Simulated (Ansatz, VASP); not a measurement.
# Two plane-wave programs on Ge

INCAR

```
  PREC = Accurate
  ENCUT = 520
  EDIFF = 1E-7
  ISMEAR = 0
  SIGMA = 0.15
  LREAL = F
  LASPH = T
  NELM = 100
  ALGO = Normal
  ISIF = 2
  LWAVE = F
  LCHARG = F
  GGA = PE
  NBANDS = 21
```

Contents of KPOINTS:

```
regular mesh
0
Gamma
  14 14 14
```

Contents of POSCAR:

```
Ge
1.0
    0.0000000000      2.8996846054      2.7288931821
    2.8996846054      0.0000000000      2.7288931821
    2.8996846054      2.8996846054      0.0000000000
Ge
2
Direct
    0.5000000000      0.5000000000      0.5000000000
    0.7500000000      0.7500000000      0.7500000000
```

Input for Ansatz:

```yaml
crystal:
  lattice:
    - [0.0, 2.8996846054, 2.7288931821]
    - [2.8996846054, 0.0, 2.7288931821]
    - [2.8996846054, 2.8996846054, 0.0]
  atoms:
    - { symbol: Ge, position: [0.5, 0.5, 0.5] }
    - { symbol: Ge, position: [0.75, 0.75, 0.75] }
basis:
  ecutwfc: 420
kpoints:
  mp_grid: { grid: [14, 14, 14] }
hamiltonian:
  xc: pbe
scf:
  occupations: { method: gaussian, width: 0.15 }
output:
  forces: true
  stress: true
  eigenvalues: true
  write_density: true
  write_potential: true
  elf: true
  volumetric_format: npy
```

Alike in both runs: task single point; functional PBE; k mesh 14 × 14 × 14; occupations gaussian, width 0.15 eV; no spin polarisation.

```csv
,VASP,Ansatz
version,VASP 6.6.1,Ansatz 0.2.0
potentials or method,"VASP PAW PBE potentials, release 64 (Ge_d), cutoff 520 eV","scalar-relativistic, plane waves, PAW"
valence electrons in the cell,28,28
```

```csv
,VASP,Ansatz,Ansatz less VASP
gap on the k mesh at the Fermi level (eV),0.06,0.05,-0.003
least direct gap on the mesh (eV),0.41,0.42,+0.005
pressure (GPa),2.6,2.7,+0.10
"traceless stress, the component that is largest in VASP (GPa)",2.49,2.48,-0.006
```

The functional is the same, so the differences come from potentials, cutoffs and numerics.
